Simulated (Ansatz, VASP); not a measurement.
**One calculation of Cs, two programs**

File INCAR:

```
PREC = Accurate ; ENCUT = 600
EDIFF = 1E-7 ; ISMEAR = -1
SIGMA = 0.08 ; LREAL = False
LASPH = True ; NELM = 80
ALGO = Normal ; ISIF = 3
LWAVE = False ; LCHARG = False
GGA = PE ; IBRION = 2
NSW = 60 ; EDIFFG = -0.005
```

The input KPOINTS:

```
Automatic mesh
0
Gamma
  6 6 6
```

POSCAR

```
Cs
1.0
    0.0000000000      5.2618628195      5.2618628195
    5.2618628195      0.0000000000      5.2618628195
    5.2618628195      5.2618628195      0.0000000000
Cs
2
Direct
   -0.1250000000     -0.1250000000     -0.1250000000
    0.1250000000      0.1250000000      0.1250000000
```

Input for Ansatz:

```yaml
crystal:
  lattice:
    - [0.0, 5.2618628195, 5.2618628195]
    - [5.2618628195, 0.0, 5.2618628195]
    - [5.2618628195, 5.2618628195, 0.0]
  atoms:
    - { symbol: Cs, position: [-0.125, -0.125, -0.125] }
    - { symbol: Cs, position: [0.125, 0.125, 0.125] }
kpoints:
  mp_grid: { grid: [6, 6, 6] }
scf:
  occupations: { method: fermi_dirac, width: 0.08 }
hamiltonian:
  xc: pbe
  pseudopotentials: { kind: paw }
output:
  forces: true
  stress: true
relax:
  f_tol: 0.005
  max_steps: 40
  cell: {}
```

Alike in both runs: task relaxation of cell and atoms; functional PBE; k mesh 6 × 6 × 6; occupations fermi-dirac, width 0.08 eV; no spin polarisation.

|  | VASP | Ansatz |
| --- | --- | --- |
| version | VASP 6.6.1 | Ansatz 0.2.0 |
| potentials or method | VASP PAW PBE potentials, release 64 (Cs_sv) | PAW with Ansatz's default frozen-core files, scalar-relativistic |
| plane-wave cutoff (eV) | 600 | 420 |
| valence electrons in the cell | 18 | 18 |

|  | VASP | Ansatz | Ansatz less VASP |
| --- | --- | --- | --- |
| relaxed volume (Å³/atom) | 187.98 | 186.64 | -1.339 |
| relaxed cell length with the largest relative difference (Å) | 8.101 | 8.082 | -0.0193 |

Spin-orbit coupling is off throughout. Noted on VASP's run: the volume moved by over 15 % at a fixed basis, so the end points are rough.
